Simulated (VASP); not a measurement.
Rh:

```
Rh
1.0
     2.72486    0.00000    0.00000
    -1.36243    2.35980    0.00000
     0.00000    0.00000    4.38512
Rh
2
Direct
  0.66667 0.33333 0.75000
  0.33333 0.66667 0.25000
```

This isn't the form of Rh at room conditions, which is fcc.

Base run:

- Program: VASP 6.6.1
- Functional: PBE
- Potentials or basis: VASP PAW PBE potentials, release 64 (Rh_pv)
- Cutoff: 500 eV
- k mesh: 21 × 21 × 12
- Occupations: gaussian, width 0.15 eV
- Spin: collinear spin, ferromagnetic start
- Starting moments: [0.75, 0.75] μB
- Fixed moment: 1.5 μB

Its results: pressure 3.5 GPa; site moments Rh +0.75 μB.

**Question.** The run is repeated on the same cell with these changes: fixed moment from 1.5 μB to 0.5 μB; moments at the start from [0.75, 0.75] to [0.25, 0.25]. What comes out?

**Answer.** Pressure 0.6 GPa; site moments Rh +0.25 μB.

Caveats: the total moment is fixed, so each spin has its own Fermi level; the cell stands under pressure (at least some runs).
